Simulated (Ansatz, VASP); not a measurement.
**One calculation of MoS2, two programs**

INCAR

```
PREC = Accurate
ENCUT = 520
EDIFF = 1E-6
ISMEAR = 1
SIGMA = 0.2
LREAL = False
LASPH = True
NELM = 100
ALGO = Normal
ISIF = 2
LWAVE = False
LCHARG = True
GGA = PS
LELF = True
LVHAR = True
NBANDS = 35
```

The input KPOINTS:

```
Automatic mesh
0
Gamma
  12 12 4
```

POSCAR

```
MoS2
1.0
    3.3344849532      0.0000000000      0.0000000000
   -1.6672424766      2.8877486780      0.0000000000
    0.0000000000      0.0000000000     11.9617978727
Mo S
2 4
Direct
    0.3333333333      0.6666666667      0.2500000000
    0.6666666667      0.3333333333      0.7500000000
    0.3333333333      0.6666666667      0.6259932117
    0.6666666667      0.3333333333      0.1259932117
    0.3333333333      0.6666666667      0.8740067883
    0.6666666667      0.3333333333      0.3740067883
```

Input for Ansatz:

```yaml
crystal:
  lattice:
    - [3.3344849532, 0.0, 0.0]
    - [-1.6672424766, 2.887748678, 0.0]
    - [0.0, 0.0, 11.9617978727]
  atoms:
    - { symbol: Mo, position: [0.3333333333, 0.6666666667, 0.25] }
    - { symbol: Mo, position: [0.6666666667, 0.3333333333, 0.75] }
    - { symbol: S, position: [0.3333333333, 0.6666666667, 0.6259932117] }
    - { symbol: S, position: [0.6666666667, 0.3333333333, 0.1259932117] }
    - { symbol: S, position: [0.3333333333, 0.6666666667, 0.8740067883] }
    - { symbol: S, position: [0.6666666667, 0.3333333333, 0.3740067883] }
basis:
  ecutwfc: 420
kpoints:
  mp_grid: { grid: [12, 12, 4] }
hamiltonian:
  xc: pbesol
scf:
  occupations: { method: cold, width: 0.2 }
output:
  forces: true
  stress: true
  eigenvalues: true
```

Alike in both runs: task single point; functional PBEsol; k mesh 12 × 12 × 4; no spin polarisation.

```csv
,VASP,Ansatz
version,VASP 6.6.1,Ansatz 0.2.0
potentials or method,"VASP PAW PBE potentials, release 64 (Mo_sv, S), cutoff 520 eV","scalar-relativistic, plane waves, PAW"
occupations,"methfessel-paxton of order 1, width 0.2 eV","cold, width 0.2 eV"
valence electrons in the cell,52,52
```

VASP gave:

```
gap on the k mesh at the Fermi level (eV)                     : none
pressure (GPa)                                                : -8.0
traceless stress, the component that is largest in VASP (GPa) : 10.60
rms of the force components (eV/Å)                            : 0.115
```

**Question.** Estimate Ansatz's values.

**Answer.** gap on the k mesh at the Fermi level (eV): none; pressure (GPa): -8.0; traceless stress, the component that is largest in VASP (GPa): 10.57; rms of the force components (eV/Å): 0.113.

VASP's potentials were made for PBE, not for PBEsol. Atom by atom the forces differ by 0.002 eV/Å (rms over components). A gap of «none» marks a metal or a gap that the smearing closes.
